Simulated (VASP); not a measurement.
# Hf (P6_3/mmc) in VASP: notebook

The runs below take Hf through single point, with PBEsol.

All numbers are computed with VASP 6.6.1; they aren't measurements. Logs are shortened: lines on timing, memory, paths and dates and some standing lists are left out, and cuts for length are marked.

### Step 1. The cell of the first run

The structure is hexagonal, space group P6_3/mmc (No. 194). Conventional cell: a = 3.027 Å, b = 3.027 Å, c = 4.796 Å, α = 90.00°, β = 90.00°, γ = 120.00°. Within 3.9 Å of Hf (site symmetry -6m2) lie 12 Hf at 2.97 to 3.03 Å.

### Step 2. Single point, PBEsol (volume scaled by 0.88)

File INCAR:

```
PREC = Accurate
ENCUT = 520
EDIFF = 1E-6
ISMEAR = -1
SIGMA = 0.1
LREAL = False
LASPH = True
NELM = 100
ALGO = Normal
ISIF = 2
LWAVE = False
LCHARG = False
GGA = PS
NBANDS = 17
```

File KPOINTS:

```
Automatic mesh
0
Gamma
  19 19 10
```

File POSCAR:

```
Hf
1.0
    3.0269065059      0.0000000000      0.0000000000
   -1.5134532530      2.6213779290      0.0000000000
    0.0000000000      0.0000000000      4.7959520100
Hf
2
Direct
    0.3333333333      0.6666666667      0.2500000000
    0.6666666667      0.3333333333      0.7500000000
```

Potentials or basis: VASP PAW PBE potentials, release 64 (Hf_pv).

Command:

```console
$ cat potpaw_PBE.64/Hf_pv/POTCAR > POTCAR
$ mpirun -np 1 vasp_std > vasp.out
```

OUTCAR:

```text
PREC = Accurate
   ENCUT = 520
   EDIFF = 1E-6
   ISMEAR = -1
   LREAL = False
   LASPH = True
   NELM = 100
   ISIF = 2
   GGA = PS

 ion  position               nearest neighbor table
   1  0.333  0.667  0.250-   2 2.97   2 2.97   2 2.97   2 2.97   2 2.97   2 2.97
   2  0.667  0.333  0.750-   1 2.97   1 2.97   1 2.97   1 2.97   1 2.97   1 2.97

  LATTYP: Found a hexagonal cell.
 ALAT       =     3.0269065059
 C/A-ratio  =     1.5844400878

  Lattice vectors:

 A1 = (   3.0269065059,   0.0000000000,   0.0000000000)
 A2 = (  -1.5134532530,   2.6213779290,   0.0000000000)
 A3 = (   0.0000000000,   0.0000000000,   4.7959520100)

Analysis of symmetry for initial positions (statically):
=====================================================================
 Subroutine PRICEL returns:
 Original cell was already a primitive cell.

 Routine SETGRP: Setting up the symmetry group for a
 hexagonal supercell.

 Subroutine GETGRP returns: Found 24 space group operations
 (whereof 12 operations were pure point group operations)
 out of a pool of 24 trial point group operations.

The static configuration has the point symmetry D_3d.
 The point group associated with its full space group is D_6h.

Analysis of symmetry for dynamics (positions and initial velocities):
=====================================================================
 Subroutine PRICEL returns:
 Original cell was already a primitive cell.

 Routine SETGRP: Setting up the symmetry group for a
 hexagonal supercell.

 Subroutine GETGRP returns: Found 24 space group operations
 (whereof 12 operations were pure point group operations)
 out of a pool of 24 trial point group operations.

The dynamic configuration has the point symmetry D_3d.
 The point group associated with its full space group is D_6h.

 Subroutine INISYM returns: Found 24 space group operations
 (whereof 12 operations are pure point group operations),
 and found     1 'primitive' translations

----------------------------------------------------------------------------------------

                                     Primitive cell

  volume of cell :      38.0543

  direct lattice vectors                    reciprocal lattice vectors
     3.026906506  0.000000000  0.000000000     0.330370297  0.190739380  0.000000000
    -1.513453253  2.621377929  0.000000000     0.000000000  0.381478759  0.000000000
     0.000000000  0.000000000  4.795952010     0.000000000  0.000000000  0.208509176

  length of vectors
     3.026906506  3.026906506  4.795952010     0.381478759  0.381478759  0.208509176

  position of ions in fractional coordinates (direct lattice)
     0.333333333  0.666666667  0.250000000
     0.666666667  0.333333333  0.750000000

  ion indices of the primitive-cell ions
   primitive index   ion index
                 1           1
                 2           2

----------------------------------------------------------------------------------------

 KPOINTS: Automatic mesh

Automatic generation of k-mesh.
 Grid dimensions read from file:
 generate k-points for:   19   19   10

 Generating k-lattice:

  Cartesian coordinates                     Fractional coordinates (reciprocal lattice)
     0.017387910  0.010038915  0.000000000     0.052631579  0.000000000  0.000000000
     0.000000000  0.020077829  0.000000000     0.000000000  0.052631579  0.000000000
     0.000000000  0.000000000  0.020850918     0.000000000  0.000000000  0.100000000

  Length of vectors
     0.020077829  0.020077829  0.020850918

  Shift w.r.t. Gamma in fractional coordinates (k-lattice)
     0.000000000  0.000000000  0.000000000

 Subroutine IBZKPT returns following result:
 ===========================================

 Found    240 irreducible k-points:

 Following reciprocal coordinates:
            Coordinates               Weight
  0.000000  0.000000  0.000000      1.000000
  0.052632 -0.000000  0.000000      6.000000
  0.105263 -0.000000  0.000000      6.000000
  0.157895 -0.000000  0.000000      6.000000
  0.210526 -0.000000  0.000000      6.000000
  0.263158 -0.000000  0.000000      6.000000
[... 16 lines left out ...]
  0.263158  0.105263  0.000000     12.000000
  0.315789  0.105263  0.000000     12.000000
 [... further k-points ...]
   k-points           NKPTS =    240   k-points in BZ     NKDIM =    240   number of bands    NBANDS=     17
   number of dos      NEDOS =    301   number of ions     NIONS =      2
   total plane-waves  NPLWV =  20736
   dimension x,y,z NGX =    24 NGY =   24 NGZ =   36
   dimension x,y,z NGXF=    48 NGYF=   48 NGZF=   72
   ions per type =               2
   NGX,Y,Z   is equivalent  to a cutoff of  13.18, 13.18, 12.48 a.u.
   NGXF,Y,Z  is equivalent  to a cutoff of  26.36, 26.36, 24.96 a.u.
 SYSTEM =  unknown system
   PREC   = accura    normal or accurate (medium, high low for compatibility)
   ISTART =      0    job   : 0-new  1-cont  2-samecut
   ICHARG =      2    charge: 1-file 2-atom 10-const
   ISPIN  =      1    spin polarized calculation?
   LNONCOLLINEAR =      F non collinear calculations
   LSORBIT =      F    spin-orbit coupling
   LASPH  =      T    aspherical Exc in radial PAW
   ENCUT  =  520.0 eV  38.22 Ry    6.18 a.u.   5.63  5.63  8.92*2*pi/ulx,y,z
   NELM   =    100;   NELMIN=  2; NELMDL= -5     # of ELM steps
   EDIFF  = 0.1E-05   stopping-criterion for ELM
   LREAL  =      F    real-space projection
   EDIFFG = 0.1E-04   stopping-criterion for IOM
   NSW    =      0    number of steps for IOM
   IBRION =     -1    ionic relax: 0-MD 1-quasi-New 2-CG
   NFREE  =      0    steps in history (QN), initial steepest desc. (CG)
   ISIF   =      2    stress and relaxation
   ISYM   =      2    0-nonsym 1-usesym 2-fastsym
   POTIM  = 0.5000    time-step for ionic-motion
   TEBEG  =    0.0;   TEEND  =   0.0 temperature during run
   PSTRESS=    0.0 pullay stress
   NELECT =      20.0000    total number of electrons
   NUPDOWN=      -1.0000    fix difference up-down
   EMIN   =  10.00;   EMAX   =-10.00  energy-range for DOS
   EFERMI =   0.00;   METHOD = LEGACY
   ISMEAR =    -1;   SIGMA  =   0.10  broadening in eV -4-tet -1-fermi 0-gaus
   EFERMI_NEDOS =   21; number of points for ismear=-14 and -15
   IALGO  =     38    algorithm
   IMIX   =      4    mixing-type and parameters
     AMIX     =   0.40;   BMIX     =  1.00
     AMIX_MAG =   1.60;   BMIX_MAG =  1.00
  volume/ion in A,a.u.               =      19.03       128.40
  Fermi-wavevector in a.u.,A,eV,Ry     =   1.321145  2.496601 23.747921  1.745423
  Thomas-Fermi vector in A             =   2.450920
   LORBIT       =      0    0 simple, 1 ext, 2 COOP (PROOUT), +10 PAW based schemes
   GGA     = PS    functional components
   LHFCALC =     F    Hartree Fock is set to
   AEXX    =    0.0000 exact exchange contribution
   IVDW    =     0    specifies the selected vdW correction
   LEPSILON=     F    determine dielectric tensor
   LRPA    =     F    only Hartree local field effects (RPA)
 non-spin polarized calculation
  energy-cutoff  :      520.00
  volume of cell :       38.05
 maximum number of plane-waves:      1061
 NGX is ok and might be reduce to    24
   NGX = 11   NGY = 11   NGZ = 17

 number of electron      19.9999999 magnetization

 Free energy of the ion-electron system (eV)
  ---------------------------------------------------
  ext. energy  EPLUGINS =         0.00000000
  ---------------------------------------------------
  free energy    TOTEN  =       -20.78023214 eV

  energy without entropy =      -20.72916770  energy(sigma->0) =      -20.75469992

 E-fermi :   5.9224     XC(G=0): -12.1548

 val. band max:        5.9218807192   @ k =   0.0526  -0.0000   0.5000
 cond. band min:       5.9406100905   @ k =   0.1053   0.0526   0.0000
 fundamental gap:      0.0187293713
 Fermi energy:         5.9223695745

 k-point     1 :       0.0000    0.0000    0.0000
  band No.  band energies     occupation
      1     -25.0812      2.00000
      2     -23.8337      2.00000
      3     -23.8337      2.00000
      4     -23.6244      2.00000
      5     -23.6244      2.00000
      6     -23.6096      2.00000
[... 9 lines left out ...]
     16       8.9089      0.00000
     17      12.1714      0.00000

 k-point     2 :       0.0526   -0.0000    0.0000
  band No.  band energies     occupation
      1     -25.0691      2.00000
      2     -23.8613      2.00000
      3     -23.8428      2.00000
      4     -23.6538      2.00000
      5     -23.6278      2.00000
      6     -23.6150      2.00000
[... 9 lines left out ...]
     16       8.8039      0.00000
     17      12.2948      0.00000

 k-point     3 :       0.1053   -0.0000    0.0000
  band No.  band energies     occupation
      1     -25.0332      2.00000
      2     -23.9409      2.00000
      3     -23.8688      2.00000
      4     -23.7372      2.00000
      5     -23.6378      2.00000
      6     -23.6315      2.00000
[... 9 lines left out ...]
     16       8.5320      0.00000
     17      12.4970      0.00000

 k-point     4 :       0.1579   -0.0000    0.0000
  band No.  band energies     occupation
      1     -24.9754      2.00000
      2     -24.0637      2.00000
      3     -23.9077      2.00000
      4     -23.8624      2.00000
      5     -23.6591      2.00000
      6     -23.6544      2.00000
[... 9 lines left out ...]
     16       8.9411      0.00000
     17      12.7852      0.00000
[... 343 lines left out ...]
      1     -24.7784      2.00000
      2     -24.3765      2.00000
      3     -24.2546      2.00000
      4     -23.9921      2.00000
      5     -23.7645      2.00000
      6     -23.7538      2.00000
[... 9 lines left out ...]
     16      10.8826      0.00000
     17      13.1013      0.00000

 k-point    23 :       0.2632    0.1053    0.0000
  band No.  band energies     occupation
      1     -24.6807      2.00000
      2     -24.5253      2.00000
      3     -24.3580      2.00000
      4     -24.0638      2.00000
      5     -23.8239      2.00000
      6     -23.7861      2.00000
[... 9 lines left out ...]
     16      11.8015      0.00000
     17      13.2257      0.00000

 k-point    24 :       0.3158    0.1053    0.0000
  band No.  band energies     occupation
      1     -24.6526      2.00000
      2     -24.5818      2.00000
      3     -24.4452      2.00000
      4     -24.1243      2.00000
      5     -23.8896      2.00000
      6     -23.8136      2.00000
[... 9 lines left out ...]
     16      12.7651      0.00000
     17      13.3121      0.00000

 [... further k-points ...]
[... 5 lines left out ...]
  --------------------------------------------------------------------------------------
  -------------------------------------------------------------------------------------
  Total        4.0869782      4.0869782      4.3445389     -0.0000000     -0.0000000      0.0000000
  in kB      172.0716940    172.0716940    182.9156203     -0.0000000     -0.0000000      0.0000000
  external PRESSURE =     175.6863361 kB  Pullay stress =       0.0000000 kB

 VOLUME and BASIS-vectors are now :
 -----------------------------------------------------------------------------
  energy-cutoff  :      520.00
  volume of cell :       38.05
      direct lattice vectors                 reciprocal lattice vectors
     3.026906506  0.000000000  0.000000000     0.330370297  0.190739380  0.000000000
    -1.513453253  2.621377929  0.000000000     0.000000000  0.381478759  0.000000000
     0.000000000  0.000000000  4.795952010     0.000000000  0.000000000  0.208509176

 POSITION                                       TOTAL-FORCE (eV/Angst)
 -----------------------------------------------------------------------------------
     -0.00000      1.74759      1.19899         0.000000      0.000000      0.000000
      1.51345      0.87379      3.59696        -0.000000      0.000000      0.000000
 -----------------------------------------------------------------------------------
    total drift:                               -0.000000      0.000000     -0.000000

  FREE ENERGIE OF THE ION-ELECTRON SYSTEM (eV)
  ---------------------------------------------------
  free  energy   TOTEN  =       -20.7802321375 eV

  energy  without entropy=      -20.7291677048  energy(sigma->0) =      -20.75469992
```

Run time: 38 s. Hardware: 1 thread of Intel Xeon 6975P-C (Granite Rapids), shared host; peak memory 0.25 GiB.

Results:

```
Free energy            : -20.7802 eV
Pressure               : 17.6 GPa
Band gap on the k mesh : zero (band 10 reaches 7.13 eV, above the bottom of band 11 at 5.53 eV)
```

Levels at points of the mesh, in eV from the Fermi level:
```
           k point  band 6  band 7  band 8  band 9  band 10  band 11  band 12  band 13  band 14  band 15
(0.00, 0.00, 0.00)  -29.53   -7.90   -4.25    1.19     1.19     1.38     1.52     2.20     2.20     2.99
(0.00, 0.00, 0.50)  -29.65   -5.61   -5.61    0.11     0.11     1.07     1.07     1.07     1.07     5.66
```

Caveat: the PAW data sets were made with another functional, which shifts forces and pressure a little; spin-orbit coupling is left out, which moves the levels of the heavy elements.

### Step 3. Single point, PBEsol (volume scaled by 0.92)

File INCAR:

```
SYSTEM = Hf
PREC = Accurate
ENCUT = 520
EDIFF = 1E-6
ISMEAR = -1
SIGMA = 0.1
LREAL = .False.
LASPH = .True.
NELM = 80
ALGO = Normal
ISIF = 2
LWAVE = .False.
LCHARG = .False.
GGA = PS
NBANDS = 17
```

File KPOINTS:

```
regular mesh
0
Gamma
  19 19 10
  0 0 0
```

File POSCAR:

```
Hf
1.0
    3.0720908765      0.0000000000      0.0000000000
   -1.5360454383      2.6605087418      0.0000000000
    0.0000000000      0.0000000000      4.8675439381
Hf
2
Direct
    0.3333333333      0.6666666667      0.2500000000
    0.6666666667      0.3333333333      0.7500000000
```

Potentials or basis: VASP PAW PBE potentials, release 64 (Hf_pv).

Command:

```console
$ cat potpaw_PBE.64/Hf_pv/POTCAR > POTCAR
$ mpirun -np 1 vasp_std > vasp.out
```

Wall time 40 s (1 thread of Intel Xeon 6975P-C (Granite Rapids), shared host); peak memory 0.25 GiB.

The run converged. Its results:

- Free energy: -20.9305 eV
- Pressure: 10.5 GPa
- Band gap on the k mesh: zero (band 10 reaches 6.78 eV, above the bottom of band 11 at 5.16 eV)

Stress tensor (GPa, compression positive):
```
10.30  0.00  0.00
 0.00 10.30  0.00
 0.00  0.00 10.84
```

Levels at points of the mesh, in eV from the Fermi level:
| k point | band 7 | band 8 | band 9 | band 10 | band 11 | band 12 | band 13 | band 14 |
| --- | --- | --- | --- | --- | --- | --- | --- | --- |
| (0.00, 0.00, 0.00) | -7.76 | -4.09 | 1.16 | 1.20 | 1.20 | 1.51 | 2.15 | 2.15 |
| (0.00, 0.00, 0.50) | -5.56 | -5.56 | 0.12 | 0.12 | 1.08 | 1.08 | 1.08 | 1.08 |

Caveat: the PAW data sets were made with another functional, which shifts forces and pressure a little; spin-orbit coupling is left out, which moves the levels of the heavy elements.

### Step 4. Single point, PBEsol (volume scaled by 0.96)

File INCAR:

```
  PREC = Accurate
  ENCUT = 520
  EDIFF = 1E-6
  ISMEAR = -1
  SIGMA = 0.1
  LREAL = F
  LASPH = T
  NELM = 100
  ALGO = Normal
  ISIF = 2
  LWAVE = F
  LCHARG = T
  GGA = PS
  LELF = T
  LVHAR = T
  NBANDS = 17
```

File KPOINTS:

```
regular mesh
0
Gamma
  19 19 10
```

File POSCAR:

```
Hf
1.0
    3.1159838192      0.0000000000      0.0000000000
   -1.5579919096      2.6985211452      0.0000000000
    0.0000000000      0.0000000000      4.9370896761
Hf
2
Direct
    0.3333333333      0.6666666667      0.2500000000
    0.6666666667      0.3333333333      0.7500000000
```

Command:

```console
$ cat potpaw_PBE.64/Hf_pv/POTCAR > POTCAR
$ mpirun -np 1 vasp_std > vasp.out
```

It took 43 s on 1 thread of Intel Xeon 6975P-C (Granite Rapids), shared host; peak memory 0.26 GiB.

Results (log left out):

| Property | Result |
| --- | --- |
| Free energy | -21.0108 eV |
| Pressure | 4.6 GPa |
| Band gap on the k mesh | zero (band 10 reaches 6.47 eV, above the bottom of band 11 at 4.82 eV) |

Stress tensor (GPa, compression positive):
```
4.50 0.00 0.00
0.00 4.50 0.00
0.00 0.00 4.66
```

Levels at points of the mesh, in eV from the Fermi level:
```
           k point  band 7  band 8  band 9  band 10  band 11  band 12  band 13  band 14
(0.00, 0.00, 0.00)   -7.62   -3.94    0.97     1.20     1.20     1.49     2.10     2.10
(0.00, 0.00, 0.50)   -5.51   -5.51    0.14     0.14     1.08     1.08     1.08     1.08
```

Caveat: the PAW data sets were made with another functional, which shifts forces and pressure a little; spin-orbit coupling is left out, which moves the levels of the heavy elements.

(Continued in part 2 of 2.)
